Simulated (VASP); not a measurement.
# In2TeH2 (P-3m1) in VASP: a series of runs, part 2 of 2

VASP 6.6.1.

## (3) Single point, PBE

This run uses another cell than the first one, of 21.63 Å³/atom.

Contents of INCAR:

```
SYSTEM = In2TeH2
ALGO = Normal ; EDIFF = 1E-7
ENCUT = 520 ; GGA = PE
ISIF = 2 ; ISMEAR = 0
LASPH = .TRUE. ; LCHARG = .FALSE.
LREAL = .FALSE. ; LWAVE = .FALSE.
NBANDS = 25 ; NELM = 100
PREC = Accurate ; SIGMA = 0.1
```

Contents of KPOINTS:

```
k-points
0
G
  12 12 6
  0 0 0
```

Contents of POSCAR:

```
In2TeH2
1.0
    4.5345677786      0.0000000000      0.0000000000
   -2.2672838893      3.9270508914      0.0000000000
    0.0000000000      0.0000000000      6.0743913457
In Te H
2 1 2
Direct
    0.3333333333      0.6666666667      0.2734581500
    0.6666666667      0.3333333333      0.7265418500
    0.0000000000      0.0000000000      0.0000000000
    0.3333333333      0.6666666667      0.5862107098
    0.6666666667      0.3333333333      0.4137892902
```

Potentials or basis: VASP PAW PBE potentials, release 64 (In_d, Te, H).

Command:

```
$ cat potpaw_PBE.64/In_d/POTCAR potpaw_PBE.64/Te/POTCAR potpaw_PBE.64/H/POTCAR > POTCAR
$ mpirun -np 1 vasp_std > vasp.out
```

OUTCAR:

```text
SYSTEM = In2TeH2
   EDIFF = 1E-7
   ENCUT = 520
   GGA = PE
   ISIF = 2
   ISMEAR = 0
   LASPH = .TRUE.
   LREAL = .FALSE.
   NELM = 100
   PREC = Accurate

 ion  position               nearest neighbor table
   1  0.333  0.667  0.273-   4 1.90   3 3.10   3 3.10   3 3.10   2 3.80   2 3.80   2 3.80
   2  0.667  0.333  0.727-   5 1.90   3 3.10   3 3.10   3 3.10   1 3.80   1 3.80   1 3.80
   3  0.000  0.000  0.000-   1 3.10   2 3.10   1 3.10   2 3.10   2 3.10   1 3.10
   4  0.333  0.667  0.586-   1 1.90
   5  0.667  0.333  0.414-   2 1.90

  LATTYP: Found a hexagonal cell.
 ALAT       =     4.5345677786
 C/A-ratio  =     1.3395744958

  Lattice vectors:

 A1 = (   4.5345677786,   0.0000000000,   0.0000000000)
 A2 = (  -2.2672838893,   3.9270508914,   0.0000000000)
 A3 = (   0.0000000000,   0.0000000000,   6.0743913457)

Analysis of symmetry for initial positions (statically):
=====================================================================
 Subroutine PRICEL returns:
 Original cell was already a primitive cell.

 Routine SETGRP: Setting up the symmetry group for a
 hexagonal supercell.

 Subroutine GETGRP returns: Found 12 space group operations
 (whereof 12 operations were pure point group operations)
 out of a pool of 24 trial point group operations.

The static configuration has the point symmetry D_3d.

Analysis of symmetry for dynamics (positions and initial velocities):
=====================================================================
 Subroutine PRICEL returns:
 Original cell was already a primitive cell.

 Routine SETGRP: Setting up the symmetry group for a
 hexagonal supercell.

 Subroutine GETGRP returns: Found 12 space group operations
 (whereof 12 operations were pure point group operations)
 out of a pool of 24 trial point group operations.

The dynamic configuration has the point symmetry D_3d.

 Subroutine INISYM returns: Found 12 space group operations
 (whereof 12 operations are pure point group operations),
[... 123 lines left out ...]
  volume/ion in A,a.u.               =      21.63       145.99
  Fermi-wavevector in a.u.,A,eV,Ry     =   1.113096  2.103447 16.857392  1.238983
  Thomas-Fermi vector in A             =   2.249677
   LORBIT       =      0    0 simple, 1 ext, 2 COOP (PROOUT), +10 PAW based schemes
   GGA     = PE    functional components
   LHFCALC =     F    Hartree Fock is set to
   AEXX    =    0.0000 exact exchange contribution
   IVDW    =     0    specifies the selected vdW correction
   LEPSILON=     F    determine dielectric tensor
   LRPA    =     F    only Hartree local field effects (RPA)
 non-spin polarized calculation
 Gauss-broadening in eV      SIGMA  =   0.10
  energy-cutoff  :      520.00
  volume of cell :      108.17
 maximum number of plane-waves:      2945
 NGX is ok and might be reduce to    36
   NGX = 17   NGY = 17   NGZ = 23

 number of electron      33.9999990 magnetization

 Free energy of the ion-electron system (eV)
  ---------------------------------------------------
  ext. energy  EPLUGINS =         0.00000000
  ---------------------------------------------------
  free energy    TOTEN  =       -14.11465756 eV

  energy without entropy =      -14.10814508  energy(sigma->0) =      -14.11140132

 E-fermi :   5.2257     XC(G=0):  -9.0015

 val. band max:        5.2176112512   @ k =  -0.1667   0.5000   0.1667
 cond. band min:       5.2378260847   @ k =   0.0000   0.2500   0.3333
 fundamental gap:      0.0202148335
 Fermi energy:         5.2257292693

 k-point     1 :       0.0000    0.0000    0.0000
  band No.  band energies     occupation
      1      -9.5626      2.00000
      2      -9.5567      2.00000
      3      -9.5567      2.00000
      4      -9.5551      2.00000
      5      -9.5551      2.00000
      6      -9.5041      2.00000
[... 661 lines left out ...]
     24      10.3597      0.00000
     25      11.7309      0.00000

 [... further k-points ...]

------------------------ aborting loop because EDIFF is reached ----------------------------------------

  FORCE on cell =-STRESS in cart. coord.  units (eV):
  Direction    XX          YY          ZZ          XY          YZ          ZX
  --------------------------------------------------------------------------------------
  -------------------------------------------------------------------------------------
  Total       -0.0281850     -0.0281850     -0.0659498      0.0000000      0.0000000      0.0000000
  in kB       -0.4174681     -0.4174681     -0.9768298      0.0000000      0.0000000      0.0000000
  external PRESSURE =      -0.6039220 kB  Pullay stress =       0.0000000 kB

 VOLUME and BASIS-vectors are now :
 -----------------------------------------------------------------------------
  energy-cutoff  :      520.00
  volume of cell :      108.17
      direct lattice vectors                 reciprocal lattice vectors
     4.534567779  0.000000000  0.000000000     0.220528185  0.127322007  0.000000000
    -2.267283889  3.927050891  0.000000000     0.000000000  0.254644013  0.000000000
     0.000000000  0.000000000  6.074391346     0.000000000  0.000000000  0.164625547

 POSITION                                       TOTAL-FORCE (eV/Angst)
 -----------------------------------------------------------------------------------
     -0.00000      2.61803      1.66109        -0.000000      0.000000     -0.000585
      2.26728      1.30902      4.41330        -0.000000     -0.000000      0.000585
      0.00000      0.00000      0.00000         0.000000      0.000000      0.000000
     -0.00000      2.61803      3.56087         0.000000      0.000000      0.000496
      2.26728      1.30902      2.51352         0.000000     -0.000000     -0.000496
 -----------------------------------------------------------------------------------
    total drift:                               -0.000000      0.000000      0.000000

  FREE ENERGIE OF THE ION-ELECTRON SYSTEM (eV)
  ---------------------------------------------------
  free  energy   TOTEN  =       -14.1146575581 eV

  energy  without entropy=      -14.1081450846  energy(sigma->0) =      -14.11140132
```

Run time: 8.3 min. Hardware: 1 thread of Intel Xeon 8259CL, shared host; peak memory 0.42 GiB.

What came out:

```
Free energy            : -14.1147 eV
Pressure               : -0.1 GPa
Band gap on the k mesh : zero (bands 17 and 18 overlap by 2.21 eV)
```

Caveat: spin-orbit coupling is left out, which moves the levels of the heavy elements.
